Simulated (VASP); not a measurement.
A run of VASP 6.6.1:

INCAR

```
  PREC = Accurate
  ENCUT = 750
  EDIFF = 1E-7
  ISMEAR = 0
  SIGMA = 0.05
  LREAL = F
  LASPH = T
  NELM = 120
  ALGO = Normal
  ISIF = 3
  LWAVE = F
  LCHARG = F
  GGA = PS
  IBRION = 2
  NSW = 80
  EDIFFG = -0.05
  GGA_COMPAT = F
  NELMIN = 4
```

The input KPOINTS:

```
Automatic mesh
0
Gamma
  8 8 11
```

Contents of POSCAR:

```
Li2Pt
1.0
    4.1860000000      0.0000000000      0.0000000000
   -2.0930000000      3.6251820000      0.0000000000
    0.0000000000      0.0000000000      2.6610000000
Li Pt
2 1
Direct
    0.3333333333      0.6666666667      0.5000000000
    0.6666666667      0.3333333333      0.5000000000
    0.0000000000      0.0000000000      0.0000000000
```

Potentials or basis: VASP PAW PBE potentials, release 64 (Li_sv, Pt).

The run is started by

```bash
$ cat potpaw_PBE.64/Li_sv/POTCAR potpaw_PBE.64/Pt/POTCAR > POTCAR
$ mpirun -np 1 vasp_std > vasp.out
```

Hardware: 1 thread of Intel(R) Xeon(R) 6975P-C (Granite Rapids), on a shared host.

Problem. Estimate the wall time of this run.

Solution. Wall time 36 s on 1 thread of Intel(R) Xeon(R) 6975P-C (Granite Rapids) (shared host), peak memory 0.22 GiB. Counts: scf iterations 27, k points 60, ion steps 3.
